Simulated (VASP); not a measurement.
Wanted: the native input for a VASP 6.6.1 run.

```yaml
Task: relaxation of cell and atoms
Functional: PBEsol
Potentials_or_basis: VASP PAW PBE potentials, release 64 (Cu)
Cutoff: 600 eV
k_mesh: 20 × 20 × 20
Occupations: gaussian, width 0.1 eV
Spin: no spin polarisation
Target_pressure: 21.1 GPa
Dipole_correction: no
Further_INCAR_settings: ALGO = Normal; EDIFF = 1e-06; IBRION = 2; EDIFFG = -0.002; NSW = 100; ISIF = 3
```

The structure of Cu lies in POSCAR:

```
Cu
1.0
    0.0000000000      1.7244164158      1.7244164158
    1.7244164158      0.0000000000      1.7244164158
    1.7244164158      1.7244164158      0.0000000000
Cu
1
Direct
    0.0000000000      0.0000000000      0.0000000000
```

One way to write it, as run:

INCAR

```
  ALGO = Normal
  EDIFF = 1E-6
  EDIFFG = -0.002
  ENCUT = 600
  GGA = PS
  IBRION = 2
  ISIF = 3
  ISMEAR = 0
  LASPH = True
  LCHARG = False
  LREAL = False
  LWAVE = False
  NELM = 60
  NSW = 100
  PREC = Accurate
  PSTRESS = 211.0
  SIGMA = 0.1
```

KPOINTS

```
k-points
0
Gamma
  20 20 20
```

Potentials or basis: VASP PAW PBE potentials, release 64 (Cu).

Launch:

```sh
$ cat potpaw_PBE.64/Cu/POTCAR > POTCAR
$ mpirun -np 1 vasp_std > vasp.out
```

Results of the run:

```json
{
  "Relaxed volume": "10.28 Å³/atom",
  "Relaxed cell": "a = 2.441 Å, b = 2.441 Å, c = 2.441 Å, α = 60.00°, β = 60.00°, γ = 60.00°",
  "Space group after relaxing (to 0.05 Å)": "Fm-3m (No. 225)",
  "Energy change on relaxing (the enthalpy is what falls)": "-3.7 meV/atom",
  "Ionic steps": "3",
  "Pressure after relaxing": "21.1 GPa"
}
```

Caveat: the cell is relaxed towards a set pressure, so the enthalpy falls and the energy may rise; the PAW data sets were made with another functional, which shifts forces and pressure a little.

Run time: 24 s on 1 thread of Intel(R) Xeon(R) Platinum 8559C (Emerald Rapids) (shared host), peak memory 0.15 GiB.
